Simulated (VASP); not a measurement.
Wanted: the native input for a VASP 6.6.1 run.

| Item | Value |
| --- | --- |
| Task | single point |
| Functional | PBEsol |
| Potentials or basis | VASP PAW PBE potentials, release 64 (Ga_d, Te, Sb) |
| Cutoff | 520 eV |
| k mesh | 6 × 6 × 6 |
| Occupations | fermi-dirac, width 0.013 eV |
| Spin | no spin polarisation |
| Dipole correction | no |
| k mesh for the DOS | 9 × 9 × 9 |
| Occupations for the DOS | tetrahedron |
| Further INCAR settings | ALGO = Normal; EDIFF = 1e-06; NBANDS = 40 |

GaSbTe2:

```xyz
8
Lattice="0.0000 0.0000 6.8949 4.2329 -4.2329 3.4475 4.2329 4.2329 -3.4475" Properties=species:S:1:pos:R:3 pbc="T T T"
Ga    4.2329    0.0000    5.1712
Ga    4.2329    0.0000    1.7237
Te    5.6721    1.4392    3.4475
Te    2.7937    1.4392    0.0000
Te    2.7937   -1.4392    3.4475
Te    5.6721   -1.4392    6.8949
Sb    0.0000    0.0000    1.7237
Sb    0.0000    0.0000    5.1712
```

One way to write it, as run:

POSCAR

```
GaSbTe2
1.0
    0.0000000000      0.0000000000      6.8949340000
    4.2328770000     -4.2328770000      3.4474670000
    4.2328770000      4.2328770000     -3.4474670000
Ga Te Sb
2 4 2
Direct
    0.7500000000      0.5000000000      0.5000000000
    0.2500000000      0.5000000000      0.5000000000
    0.6700000000      0.5000000000      0.8400000000
    0.1700000000      0.1600000000      0.5000000000
    0.3300000000      0.5000000000      0.1600000000
    0.8300000000      0.8400000000      0.5000000000
    0.2500000000      0.0000000000      0.0000000000
    0.7500000000      0.0000000000      0.0000000000
```

INCAR.step1

```
SYSTEM = GaSbTe2
ALGO     = Normal         ! electronic algorithm
EDIFF    = 1E-6           ! SCF threshold, eV
ENCUT    = 520            ! plane-wave cutoff, eV
GGA      = PS             ! functional
ISIF     = 2              ! what is computed and relaxed
ISMEAR   = -1             ! smearing method
LASPH    = .True.         ! aspherical terms in the spheres
LCHARG   = .True.         ! write CHGCAR
LREAL    = .False.        ! projectors in reciprocal space
LUSENCCL = .False.      
LWAVE    = .False.        ! write WAVECAR
NBANDS   = 40             ! bands
NELM     = 100            ! most SCF steps
PREC     = Accurate       ! precision mode
SIGMA    = 0.013          ! smearing width, eV
```

KPOINTS.step1

```
k-points
0
Gamma
  6 6 6
  0 0 0
```

INCAR.step2

```
SYSTEM = GaSbTe2
ALGO     = Normal         ! electronic algorithm
EDIFF    = 1E-6           ! SCF threshold, eV
ENCUT    = 520            ! plane-wave cutoff, eV
GGA      = PS             ! functional
ICHARG   = 11             ! starting density
ISIF     = 2              ! what is computed and relaxed
ISMEAR   = -5             ! smearing method
LASPH    = .True.         ! aspherical terms in the spheres
LCHARG   = .False.        ! write CHGCAR
LORBIT   = 11             ! projections on sites
LREAL    = .False.        ! projectors in reciprocal space
LUSENCCL = .False.      
LWAVE    = .False.        ! write WAVECAR
NBANDS   = 40             ! bands
NEDOS    = 2001           ! points of the DOS
NELM     = 100            ! most SCF steps
PREC     = Accurate       ! precision mode
SIGMA    = 0.013          ! smearing width, eV
```

KPOINTS.step2

```
k-points
0
Gamma
  9 9 9
  0 0 0
```

Potentials or basis: VASP PAW PBE potentials, release 64 (Ga_d, Te, Sb).

The run is started by

```bash
$ cat potpaw_PBE.64/Ga_d/POTCAR potpaw_PBE.64/Te/POTCAR potpaw_PBE.64/Sb/POTCAR > POTCAR
$ cp INCAR.step1 INCAR
$ cp KPOINTS.step1 KPOINTS
$ mpirun -np 1 vasp_std > vasp.out
$ cp INCAR.step2 INCAR
$ cp KPOINTS.step2 KPOINTS
$ mpirun -np 1 vasp_std > vasp.out
```

Results of the run:

The valence electrons inside the program's atomic spheres are Ga 11.59; Te 3.33; Sb 2.24.

It took 5.1 min on 1 × NVIDIA H100 80GB with 1 thread of AMD EPYC 7R13 Processor (Zen 3), on a shared host, peak memory 1.9 GiB.
